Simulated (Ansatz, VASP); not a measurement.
**Rh3N4 in VASP and in Ansatz**

Contents of INCAR:

```
SYSTEM = Rh3N4
ALGO = Normal
EDIFF = 1E-6
ENCUT = 520
GGA = PE
ISIF = 2
ISMEAR = 0
ISPIN = 2
LASPH = .True.
LCHARG = .False.
LMAXMIX = 4
LORBIT = 11
LREAL = .False.
LWAVE = .False.
MAGMOM = 1 1 1 0 0 0 0
NBANDS = 46
NELM = 150
PREC = Accurate
SIGMA = 0.1
```

File KPOINTS:

```
k-points
0
Gamma
  4 4 4
  0 0 0
```

Contents of POSCAR:

```
Rh3N4
1.0
    4.0461774500      0.0000000000      0.0000000000
    0.0000000000      4.0461774500      0.0000000000
    0.0000000000      0.0000000000      4.0461774500
Rh N
3 4
Direct
    0.5000000000      0.5000000000      0.0000000000
    0.0000000000      0.5000000000      0.5000000000
    0.5000000000      0.0000000000      0.5000000000
    0.5000000000      0.5000000000      0.5000000000
    0.5000000000      0.0000000000      0.0000000000
    0.0000000000      0.5000000000      0.0000000000
    0.0000000000      0.0000000000      0.5000000000
```

Input for Ansatz:

```yaml
crystal:
  lattice:
    - [4.04617745, 0.0, 0.0]
    - [0.0, 4.04617745, 0.0]
    - [0.0, 0.0, 4.04617745]
  atoms:
    - { symbol: Rh, position: [0.5, 0.5, 0.0], spin: 1.0 }
    - { symbol: Rh, position: [0.0, 0.5, 0.5], spin: 1.0 }
    - { symbol: Rh, position: [0.5, 0.0, 0.5], spin: 1.0 }
    - { symbol: "N", position: [0.5, 0.5, 0.5] }
    - { symbol: "N", position: [0.5, 0.0, 0.0] }
    - { symbol: "N", position: [0.0, 0.5, 0.0] }
    - { symbol: "N", position: [0.0, 0.0, 0.5] }
basis:
  ecutwfc: 420
kpoints:
  mp_grid: { grid: [4, 4, 4] }
hamiltonian:
  xc: pbe
scf:
  occupations: { method: gaussian, width: 0.1 }
  lower_state_search: "off"
output:
  forces: true
  stress: true
  eigenvalues: true
  populations: true
magnetization:
  spin_polarized: true
```

Change from the starting cell: species swapped into the W3N4 type (Pm-3m, No. 221).

Alike in both runs: task single point; functional PBE; k mesh 4 × 4 × 4; occupations gaussian, width 0.1 eV; collinear spin.

|  | VASP | Ansatz |
| --- | --- | --- |
| version | VASP 6.6.1 | Ansatz 0.2.0 |
| potentials or method | VASP PAW PBE potentials, release 64 (Rh_pv, N), cutoff 520 eV | scalar-relativistic, plane waves, PAW |
| valence electrons in the cell | 65 | 71 |

VASP gave:

* gap on the k mesh at the Fermi level (eV): none
* net moment per atom (μB): 0.12
* size of the moment on the site where the two differ most (μB): 0.10

Q: What did Ansatz give for the same quantities?

A: gap on the k mesh at the Fermi level (eV): none; net moment per atom (μB): 0.11; size of the moment on the site where the two differ most (μB): 0.08.

Site moments also hang on the region over which each program counts them. A gap of «none» marks a metal or a gap that the smearing closes. With one functional, cell and mesh, what is left measures potentials, basis and numerics. VASP's potentials hold 65 valence electrons a cell and Ansatz's 71, so a difference there can come from the potentials and not from the codes.

The k mesh is coarse, so the values compare programs but aren't converged.
